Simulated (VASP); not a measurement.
Here is a VASP 6.6.1 calculation.

INCAR

```
SYSTEM = Cd5HgSe6
PREC = Accurate
ENCUT = 520
EDIFF = 1E-6
ISMEAR = 0
SIGMA = 0.2
LREAL = .FALSE.
LASPH = .TRUE.
NELM = 80
ALGO = Normal
ISIF = 2
LWAVE = .FALSE.
LCHARG = .TRUE.
GGA = PE
LELF = .TRUE.
LVHAR = .TRUE.
NBANDS = 66
```

Contents of KPOINTS:

```
Automatic mesh
0
G
  6 6 1
  0 0 0
```

File POSCAR:

```
Cd5HgSe6
1.0
    4.4114178220      0.0002301415     -0.0002877475
   -2.2055499567      3.7940057346      0.0001082526
   -0.0013633727     -0.0004499327     21.4884784669
Cd Hg Se
5 1 6
Direct
    0.3358874878      0.6680354341      0.0008312239
    0.3312983477      0.6665631883      0.6686864890
    0.6667923159      0.3329379897      0.1667947263
    0.6643805585      0.3321543267      0.5024079166
    0.6667795288      0.3347303664      0.8347349941
    0.3350394493      0.6655457609      0.3352966183
    0.3325865596      0.6644072135      0.1260934256
    0.3301780270      0.6634963560      0.4615163270
    0.3323402835      0.6660303903      0.7938455389
    0.6690395845      0.3343471057      0.2922217231
    0.6656356146      0.3351276430      0.6276414943
    0.6700422429      0.3366242254      0.9599285226
```

Potentials or basis: VASP PAW PBE potentials, release 64 (Cd, Hg, Se).

Launch:

```bash
$ cat potpaw_PBE.64/Cd/POTCAR potpaw_PBE.64/Hg/POTCAR potpaw_PBE.64/Se/POTCAR > POTCAR
$ mpirun -np 1 vasp_std > vasp.out
```

Problem. Predict the band gap on the k mesh.

Solution. 0.13 eV.

Problem. What does it give for the largest force?

Solution. 0.010 eV/Å.

Problem. What does it give for the pressure?

Solution. 0.2 GPa.

Stress tensor (GPa, compression positive):
```
0.06 0.00 0.00
0.00 0.25 0.00
0.00 0.00 0.23
```

Caveat: spin-orbit coupling is left out, which moves the levels of the heavy elements.
